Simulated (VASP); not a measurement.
Input of a VASP 6.6.1 run:

INCAR

```
PREC     = Accurate       # precision mode
ENCUT    = 520            # plane-wave cutoff, eV
EDIFF    = 1E-6           # SCF threshold, eV
ISMEAR   = 0              # smearing method
SIGMA    = 0.1            # smearing width, eV
LREAL    = F              # projectors in reciprocal space
LASPH    = T              # aspherical terms in the spheres
NELM     = 80             # most SCF steps
ALGO     = Fast           # electronic algorithm
ISIF     = 2              # what is computed and relaxed
LWAVE    = F              # write WAVECAR
LCHARG   = F              # write CHGCAR
GGA      = PS             # functional
NBANDS   = 10             # bands
```

The input KPOINTS:

```
regular mesh
0
Gamma
  16 16 16
```

The input POSCAR:

```
Ir
1.0
    0.0000000000      1.9428707790      1.8852797790
    1.8852797790      0.0000000000      1.8852797790
    1.8852797790      1.9428707790      0.0000000000
Ir
1
Direct
    0.0000000000      0.0000000000      0.0000000000
```

Potentials or basis: VASP PAW PBE potentials, release 64 (Ir).

The run is started by

```sh
$ cat potpaw_PBE.64/Ir/POTCAR > POTCAR
$ mpirun -np 1 vasp_std > vasp.out
```

(1) Estimate the pressure.

Answers

(1) 8.3 GPa.

Caveat: the cell differs from its parent crystal (strained); the PAW data sets were made with another functional, which shifts forces and pressure a little.
